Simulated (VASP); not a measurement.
# InSe in VASP: further runs

Runs on InSe. Level: PBE+D3(BJ). Tasks: single point.

Everything below comes from runs of VASP 6.6.1. Logs are shortened: lines on timing, memory, paths and dates and some standing lists are left out, and cuts for length are marked.

**1. The cell of the first run**

The cell holds a slab with vacuum, 8 atoms: a = 4.027 Å, b = 4.027 Å, c = 28.271 Å, α = 90.00°, β = 90.00°, γ = 120.00°.

**2. Single point, PBE+D3(BJ) (layers slid over each other)**

INCAR reads:

```
SYSTEM = InSe
PREC = Accurate
ENCUT = 520
EDIFF = 1E-6
ISMEAR = 0
SIGMA = 0.05
LREAL = .False.
LASPH = .True.
NELM = 60
ALGO = Normal
ISIF = 2
LWAVE = .False.
LCHARG = .False.
LDIPOL = .True.
IDIPOL = 3
DIPOL = 0.5 0.5 0.415
GGA = PE
IVDW = 12
NBANDS = 48
```

KPOINTS reads:

```
regular mesh
0
Gamma
  9 9 1
  0 0 0
```

POSCAR reads:

```
InSe
1.0
    4.0266103962      0.0000000000      0.0000000000
   -2.0133051981      3.4871468942      0.0000000000
    0.0000000000      0.0000000000     28.2707105020
Se In
4 4
Direct
    0.0000000000      0.0000000000      0.1591753415
    0.0000000000      0.0000000000      0.3496677330
    0.0000000000      0.2222222222      0.4808989590
    0.0000000000      0.2222222222      0.6713913504
    0.6666666667      0.3333333333      0.2049979890
    0.6666666667      0.3333333333      0.3038451602
   -0.6666666667     -0.1111111111      0.5267216065
   -0.6666666667     -0.1111111111      0.6255687776
```

Potentials or basis: VASP PAW PBE potentials, release 64 (Se, In_d).

The run is started by

```console
cat potpaw_PBE.64/Se/POTCAR potpaw_PBE.64/In_d/POTCAR > POTCAR
mpirun -np 1 vasp_std > vasp.out
```

OUTCAR:

```text
SYSTEM = InSe
   PREC = Accurate
   ENCUT = 520
   EDIFF = 1E-6
   ISMEAR = 0
   LREAL = .False.
   LASPH = .True.
   NELM = 60
   ISIF = 2
   GGA = PE
   IVDW = 12
 IVDW          = 12

 ion  position               nearest neighbor table
   1  0.000  0.000  0.159-   5 2.66   5 2.66   5 2.66
   2  0.000  0.000  0.350-   6 2.66   6 2.66   6 2.66
   3  0.000  0.222  0.481-   7 2.66   7 2.66   7 2.66
   4  0.000  0.222  0.671-   8 2.66   8 2.66   8 2.66
   5  0.667  0.333  0.205-   1 2.66   1 2.66   1 2.66   6 2.79
   6  0.667  0.333  0.304-   2 2.66   2 2.66   2 2.66   5 2.79
   7  0.333  0.889  0.527-   3 2.66   3 2.66   3 2.66   8 2.79
   8  0.333  0.889  0.626-   4 2.66   4 2.66   4 2.66   7 2.79

  LATTYP: Found a hexagonal cell.
 ALAT       =     4.0266103962
 C/A-ratio  =     7.0209699276

  Lattice vectors:

 A1 = (   4.0266103962,   0.0000000000,   0.0000000000)
 A2 = (  -2.0133051981,   3.4871468942,   0.0000000000)
 A3 = (   0.0000000000,   0.0000000000,  28.2707105020)

Analysis of symmetry for initial positions (statically):
=====================================================================
 Subroutine PRICEL returns:
 Original cell was already a primitive cell.

 Routine SETGRP: Setting up the symmetry group for a
 hexagonal supercell.

 Subroutine GETGRP returns: Found  2 space group operations
 (whereof  1 operations were pure point group operations)
 out of a pool of 24 trial point group operations.

The static configuration has the point symmetry C_1 .
 The point group associated with its full space group is S_2 .

Analysis of symmetry for dynamics (positions and initial velocities):
=====================================================================
 Subroutine PRICEL returns:
 Original cell was already a primitive cell.

 Routine SETGRP: Setting up the symmetry group for a
 hexagonal supercell.

 Subroutine GETGRP returns: Found  2 space group operations
 (whereof  1 operations were pure point group operations)
 out of a pool of 24 trial point group operations.

The dynamic configuration has the point symmetry C_1 .
 The point group associated with its full space group is S_2 .

 Subroutine INISYM returns: Found  2 space group operations
 (whereof  1 operations are pure point group operations),
 and found     1 'primitive' translations

----------------------------------------------------------------------------------------

                                     Primitive cell

  volume of cell :     396.9598

  direct lattice vectors                    reciprocal lattice vectors
     4.026610396  0.000000000  0.000000000     0.248347841  0.143383693  0.000000000
    -2.013305198  3.487146894  0.000000000     0.000000000  0.286767386  0.000000000
     0.000000000  0.000000000 28.270710502     0.000000000  0.000000000  0.035372298

  length of vectors
     4.026610396  4.026610396 28.270710502     0.286767386  0.286767386  0.035372298

  position of ions in fractional coordinates (direct lattice)
     0.000000000  0.000000000  0.159175342
     0.000000000  0.000000000  0.349667733
     0.000000000  0.222222222  0.480898959
     0.000000000  0.222222222  0.671391350
     0.666666667  0.333333333  0.204997989
     0.666666667  0.333333333  0.303845160
     0.333333333  0.888888889  0.526721606
     0.333333333  0.888888889  0.625568778

  ion indices of the primitive-cell ions
   primitive index   ion index
                 1           1
                 2           2
                 3           3
                 4           4
                 5           5
                 6           6
                 7           7
                 8           8

----------------------------------------------------------------------------------------

 KPOINTS: regular mesh

Automatic generation of k-mesh.
 Grid dimensions read from file:
 generate k-points for:    9    9    1

 Generating k-lattice:

  Cartesian coordinates                     Fractional coordinates (reciprocal lattice)
     0.027594205  0.015931521  0.000000000     0.111111111  0.000000000  0.000000000
     0.000000000  0.031863043  0.000000000     0.000000000  0.111111111  0.000000000
     0.000000000  0.000000000  0.035372298     0.000000000  0.000000000  1.000000000

  Length of vectors
     0.031863043  0.031863043  0.035372298

  Shift w.r.t. Gamma in fractional coordinates (k-lattice)
     0.000000000  0.000000000  0.000000000

 Subroutine IBZKPT returns following result:
 ===========================================

 Found     41 irreducible k-points:

 Following reciprocal coordinates:
            Coordinates               Weight
  0.000000  0.000000  0.000000      1.000000
  0.111111  0.000000  0.000000      2.000000
  0.000000  0.111111  0.000000      2.000000
 -0.111111  0.111111  0.000000      2.000000
  0.222222 -0.000000  0.000000      2.000000
  0.000000  0.222222  0.000000      2.000000
[... 16 lines left out ...]
  0.333333  0.111111  0.000000      2.000000
 -0.111111  0.444444  0.000000      2.000000
 [... further k-points ...]
   k-points           NKPTS =     41   k-points in BZ     NKDIM =     41   number of bands    NBANDS=     48
   number of dos      NEDOS =    301   number of ions     NIONS =      8
   total plane-waves  NPLWV = 189000
   dimension x,y,z NGX =    30 NGY =   30 NGZ =  210
   dimension x,y,z NGXF=    60 NGYF=   60 NGZF=  420
   ions per type =               4   4
   NGX,Y,Z   is equivalent  to a cutoff of  12.39, 12.39, 12.35 a.u.
   NGXF,Y,Z  is equivalent  to a cutoff of  24.77, 24.77, 24.70 a.u.
 SYSTEM =  InSe
   PREC   = accura    normal or accurate (medium, high low for compatibility)
   ISTART =      0    job   : 0-new  1-cont  2-samecut
   ICHARG =      2    charge: 1-file 2-atom 10-const
   ISPIN  =      1    spin polarized calculation?
   LNONCOLLINEAR =      F non collinear calculations
   LSORBIT =      F    spin-orbit coupling
   LASPH  =      T    aspherical Exc in radial PAW
   ENCUT  =  520.0 eV  38.22 Ry    6.18 a.u.   7.49  7.49 52.56*2*pi/ulx,y,z
   NELM   =     60;   NELMIN=  2; NELMDL= -5     # of ELM steps
   EDIFF  = 0.1E-05   stopping-criterion for ELM
   LREAL  =      F    real-space projection
   EDIFFG = 0.1E-04   stopping-criterion for IOM
   NSW    =      0    number of steps for IOM
   IBRION =     -1    ionic relax: 0-MD 1-quasi-New 2-CG
   NFREE  =      0    steps in history (QN), initial steepest desc. (CG)
   ISIF   =      2    stress and relaxation
   ISYM   =      2    0-nonsym 1-usesym 2-fastsym
   POTIM  = 0.5000    time-step for ionic-motion
   TEBEG  =    0.0;   TEEND  =   0.0 temperature during run
   PSTRESS=    0.0 pullay stress
   NELECT =      76.0000    total number of electrons
   NUPDOWN=      -1.0000    fix difference up-down
   EMIN   =  10.00;   EMAX   =-10.00  energy-range for DOS
   EFERMI =   0.00;   METHOD = LEGACY
   ISMEAR =     0;   SIGMA  =   0.05  broadening in eV -4-tet -1-fermi 0-gaus
   EFERMI_NEDOS =   21; number of points for ismear=-14 and -15
   IALGO  =     38    algorithm
   IMIX   =      4    mixing-type and parameters
     AMIX     =   0.40;   BMIX     =  1.00
     AMIX_MAG =   1.60;   BMIX_MAG =  1.00
  volume/ion in A,a.u.               =      49.62       334.85
  Fermi-wavevector in a.u.,A,eV,Ry     =   0.943548  1.783047 12.113024  0.890282
  Thomas-Fermi vector in A             =   2.071266
   LORBIT       =      0    0 simple, 1 ext, 2 COOP (PROOUT), +10 PAW based schemes
   GGA     = PE    functional components
   LHFCALC =     F    Hartree Fock is set to
   AEXX    =    0.0000 exact exchange contribution
   IVDW    =    12    specifies the selected vdW correction
   LEPSILON=     F    determine dielectric tensor
   LRPA    =     F    only Hartree local field effects (RPA)
 non-spin polarized calculation
 Gauss-broadening in eV      SIGMA  =   0.05
  energy-cutoff  :      520.00
  volume of cell :      396.96
 maximum number of plane-waves:     10749
 NGX is ok and might be reduce to    30
   NGX = 15   NGY = 15   NGZ =105

 number of electron      75.9999998 magnetization

 dipolmoment           0.000000      0.000000     -0.000026 electrons x Angstroem

 Free energy of the ion-electron system (eV)
  ---------------------------------------------------
  ext. energy  EPLUGINS =         0.00000000
  ---------------------------------------------------
  free energy    TOTEN  =       -28.39037804 eV

  energy without entropy =      -28.39037804  energy(sigma->0) =      -28.39037804

 E-fermi :   0.0159     XC(G=0):  -5.6955

 val. band max:       -0.2603272303   @ k =   0.1111   0.0000   0.0000
 cond. band min:       0.9621642901   @ k =   0.0000   0.0000   0.0000
 fundamental gap:      1.2224915204
 Fermi energy:         0.0159399822

 k-point     1 :       0.0000    0.0000    0.0000
  band No.  band energies     occupation
      1     -14.5152      2.00000
      2     -14.5150      2.00000
      3     -14.3320      2.00000
      4     -14.3319      2.00000
      5     -14.3316      2.00000
      6     -14.3314      2.00000
[... 40 lines left out ...]
     47       5.0287      0.00000
     48       5.2225      0.00000

 k-point     2 :       0.1111    0.0000    0.0000
  band No.  band energies     occupation
      1     -14.5146      2.00000
      2     -14.5143      2.00000
      3     -14.3721      2.00000
      4     -14.3710      2.00000
      5     -14.3300      2.00000
      6     -14.3298      2.00000
[... 40 lines left out ...]
     47       5.0919      0.00000
     48       5.2002      0.00000

 k-point     3 :       0.0000    0.1111    0.0000
  band No.  band energies     occupation
      1     -14.5146      2.00000
      2     -14.5143      2.00000
      3     -14.3718      2.00000
      4     -14.3707      2.00000
      5     -14.3303      2.00000
      6     -14.3301      2.00000
[... 40 lines left out ...]
     47       5.0942      0.00000
     48       5.1932      0.00000

 k-point     4 :      -0.1111    0.1111    0.0000
  band No.  band energies     occupation
      1     -14.5146      2.00000
      2     -14.5143      2.00000
      3     -14.3722      2.00000
      4     -14.3711      2.00000
      5     -14.3298      2.00000
      6     -14.3297      2.00000
[... 958 lines left out ...]
     47       4.6234      0.00000
     48       4.6889      0.00000

 k-point    23 :       0.3333    0.1111    0.0000
  band No.  band energies     occupation
      1     -14.6064      2.00000
      2     -14.6030      2.00000
      3     -14.5018      2.00000
      4     -14.4986      2.00000
      5     -14.4597      2.00000
      6     -14.4594      2.00000
[... 40 lines left out ...]
     47       4.4701      0.00000
     48       4.5464      0.00000

 k-point    24 :      -0.1111    0.4444    0.0000
  band No.  band energies     occupation
      1     -14.6061      2.00000
      2     -14.6031      2.00000
      3     -14.5015      2.00000
      4     -14.4986      2.00000
      5     -14.4597      2.00000
      6     -14.4594      2.00000
[... 40 lines left out ...]
     47       4.5002      0.00000
     48       4.5356      0.00000

 [... further k-points ...]

------------------------ aborting loop because EDIFF is reached ----------------------------------------

 vacuum level on the upper side and lower side of the slab       (xc-potential included)        -0.115        -0.115

 Edisp (eV)   -1.96709

 E8    (eV) :    -0.9221

  FORCE on cell =-STRESS in cart. coord.  units (eV):
  Direction    XX          YY          ZZ          XY          YZ          ZX
  --------------------------------------------------------------------------------------
  -------------------------------------------------------------------------------------
  Total      -0.06694    -0.06073    -0.21784    -0.01675     0.09515    -0.05835
  in kB      -0.27018    -0.24512    -0.87921    -0.06761     0.38402    -0.23552
  external pressure =       -0.46 kB  Pullay stress =        0.00 kB

 VOLUME and BASIS-vectors are now :
 -----------------------------------------------------------------------------
  energy-cutoff  :      520.00
  volume of cell :      396.96
      direct lattice vectors                 reciprocal lattice vectors
     4.026610396  0.000000000  0.000000000     0.248347841  0.143383693  0.000000000
    -2.013305198  3.487146894  0.000000000     0.000000000  0.286767386  0.000000000
     0.000000000  0.000000000 28.270710502     0.000000000  0.000000000  0.035372298

 POSITION                                       TOTAL-FORCE (eV/Angst)
 -----------------------------------------------------------------------------------
      0.00000      0.00000      4.50000         0.000353     -0.000769     -0.012119
      0.00000      0.00000      9.88536         0.011364     -0.022150      0.042057
     -0.44740      0.77492     13.59536        -0.011364      0.022150     -0.042057
     -0.44740      0.77492     18.98071        -0.000353      0.000769      0.012119
      2.01331      1.16238      5.79544         0.000982     -0.002141      0.013247
      2.01331      1.16238      8.58992         0.000146      0.003343      0.002321
     -0.44740      3.09969     14.89079        -0.000146     -0.003343     -0.002321
     -0.44740      3.09969     17.68527        -0.000982      0.002141     -0.013247
 -----------------------------------------------------------------------------------
    total drift:                                0.000083     -0.000141     -0.003166

  FREE ENERGIE OF THE ION-ELECTRON SYSTEM (eV)
  ---------------------------------------------------
  free  energy   TOTEN  =       -30.3574661996 eV

  energy  without entropy=      -30.3574661996  energy(sigma->0) =      -30.35746620

 vacuum level on the upper side and lower side of the slab         5.380         5.380
```

It took 25 min on 1 thread of Oxide Virtual Turin-like, shared host; peak memory 0.79 GiB.

Results:

| Quantity | Value |
| --- | --- |
| Free energy | -30.3575 eV |
| Largest force | 0.049 eV/Å |
| Band gap on the k mesh | 1.22 eV (least direct gap 1.27 eV) |
| Dispersion energy per atom | -0.246 eV |

Forces in eV/Å, atoms in the order of the input:
```
Se   0.000 -0.001 -0.012
Se   0.011 -0.022  0.042
Se  -0.011  0.022 -0.042
Se   0.000  0.001  0.012
In   0.001 -0.002  0.013
In   0.000  0.003  0.002
In   0.000 -0.003 -0.002
In  -0.001  0.002 -0.013
```

Levels at points of the mesh, in eV from the valence-band top:
| k point | band 35 | band 36 | band 37 | band 38 | band 39 | band 40 | band 41 | band 42 |
| --- | --- | --- | --- | --- | --- | --- | --- | --- |
| (0.00, 0.00, 0.00) | -0.63 | -0.61 | -0.57 | -0.05 | 1.22 | 1.64 | 2.56 | 2.64 |

Caveat: the cell differs from its parent crystal (layers slid over each other); spin-orbit coupling is left out, which moves the levels of the heavy elements.

[end of part 1 of 2]
